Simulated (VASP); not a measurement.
Runs of VASP 6.6.1 on C. The structure is that of space group R-3m (No. 166), or close to it. The cells are those of the table. 

| cell | pressure (GPa) | largest force (eV/Å) |
| --- | --- | --- |
| a = 8.189 Å, angles 16.9°, 4 atoms | (a) | 0.01 |
| a = 8.114 Å, angles 16.9°, 4 atoms | 27.0 | 0.01 |
| a = 8.675 Å, angles 16.9°, 4 atoms | -20.3 | - |
| a = 8.542 Å, angles 16.9°, 4 atoms | (b) | 0.01 |
| a = 8.609 Å, angles 16.9°, 4 atoms | -16.6 | - |

Alike in all rows: task single point; level PBEsol+D3(BJ); potentials or basis VASP PAW PBE potentials, release 64 (C); no spin polarisation; k mesh 11 × 11 × 11; cutoff (eV) 520; smearing fermi-dirac 0.1 eV.

Fill in the values left out.

(a) 18.4; (b) -12.3.

Caveats: the PAW data sets were made with another functional, which shifts forces and pressure a little; the cell stands under tension (at least some runs); the cell stands under pressure (at least some runs).
